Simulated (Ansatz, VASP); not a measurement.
# AlN: VASP beside Ansatz

```
CELL_PARAMETERS angstrom
3.06460 0.00000 0.00000
-1.53230 2.65402 0.00000
0.00000 0.00000 4.91086
ATOMIC_POSITIONS crystal
Al 0.33333 0.66667 0.99919
Al 0.66667 0.33333 0.49919
N 0.33333 0.66667 0.38081
N 0.66667 0.33333 0.88081
```

Alike in both runs: task relaxation of the atoms; functional r2SCAN; k mesh 12 × 12 × 6; occupations fermi-dirac, width 0.02 eV; no spin polarisation.

|  | VASP | Ansatz |
| --- | --- | --- |
| version | VASP 6.6.1 | Ansatz 0.2.0 |
| potentials or method | VASP PAW PBE potentials, release 64 (Al, N), cutoff 520 eV | PAW plane waves |
| valence electrons in the cell | 16 | 16 |

|  | VASP | Ansatz | Ansatz less VASP |
| --- | --- | --- | --- |
| gap on the k mesh at the Fermi level, each at its own relaxed structure (eV) | 5.30 | 5.25 | -0.050 |

VASP's potentials were made for PBE, not for r2SCAN. Ansatz's warnings: stress scf threshold loose.
